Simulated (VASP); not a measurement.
Here is a VASP 6.6.1 calculation.

File POSCAR:

```
ZnSe
1.0
    3.7796697624      0.0000000000      0.0000000000
   -1.8898348812      3.2732900321      0.0000000000
    0.0000000000      0.0000000000      6.1318974040
Zn Se
2 2
Direct
    0.0000000000      0.0000000000      0.0000000000
    0.0000000000      0.0000000000      0.5000000000
    0.3333333333      0.6666666667      0.2500000000
    0.6666666667      0.3333333333      0.7500000000
```

Contents of INCAR.step1:

```
PREC = Accurate
ENCUT = 520
ISMEAR = -1
SIGMA = 0.02
LREAL = False
LASPH = True
NELM = 100
NBANDS = 26
GGA = PE
ALGO = Normal
EDIFF = 1E-4
LWAVE = True
LCHARG = False
```

INCAR.step2

```
PREC = Accurate
ENCUT = 520
EDIFF = 1E-7
ISMEAR = -1
SIGMA = 0.02
LREAL = False
LASPH = True
NELM = 100
ALGO = Normal
ISIF = 2
LWAVE = False
LCHARG = True
METAGGA = R2SCAN
LMIXTAU = True
LELF = True
LVHAR = True
NBANDS = 26
ISTART = 1
```

KPOINTS

```
regular mesh
0
Gamma
  6 6 4
```

Potentials or basis: VASP PAW PBE potentials, release 64 (Zn, Se).

Command:

```bash
$ cat potpaw_PBE.64/Zn/POTCAR potpaw_PBE.64/Se/POTCAR > POTCAR
$ cp INCAR.step1 INCAR
$ mpirun -np 1 vasp_std > vasp.out
$ cp INCAR.step2 INCAR
$ mpirun -np 1 vasp_std > vasp.out
```

(1) Predict the band gap on the k mesh.

(2) Estimate the pressure.

Results:

(1) zero (band 18 reaches 3.04 eV, above the bottom of band 19 at 3.03 eV).

(2) 0.2 GPa.

Caveat: the PAW data sets were made with another functional, which shifts forces and pressure a little.
